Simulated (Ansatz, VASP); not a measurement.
# Cu in VASP and in Ansatz

```
CELL_PARAMETERS angstrom
2.38213 -0.07617 0.00000
-1.25703 2.30146 0.00000
0.00000 0.00000 3.87667
ATOMIC_POSITIONS crystal
Cu 0.31038 0.66806 0.25000
Cu 0.68962 0.33194 0.75000
```

Alike in both runs: task single point; functional PBE; k mesh 18 × 16 × 10; occupations gaussian, width 0.1 eV; no spin polarisation.

|  | VASP | Ansatz |
| --- | --- | --- |
| version | VASP 6.6.1 | Ansatz 0.2.0 |
| potentials or method | VASP PAW PBE potentials, release 64 (Cu), cutoff 520 eV | scalar-relativistic, plane waves, PAW |
| valence electrons in the cell | 22 | 38 |

Ansatz gave:

```
gap on the k mesh at the Fermi level (eV)                     : none
pressure (GPa)                                                : 29.8
traceless stress, the component that is largest in VASP (GPa) : -13.39
rms of the force components (eV/Å)                            : 0.349
```

Q: Estimate VASP's values.

A: gap on the k mesh at the Fermi level (eV): none; pressure (GPa): 32.2; traceless stress, the component that is largest in VASP (GPa): -13.33; rms of the force components (eV/Å): 0.350.

Atom by atom the forces differ by 0.001 eV/Å (rms over components). A gap of «none» marks a metal or a gap that the smearing closes. Both programs put the cell under a high pressure, so it lies far from rest at this level. VASP's potentials hold 22 valence electrons a cell and Ansatz's 38, so a difference there can come from the potentials and not from the codes.
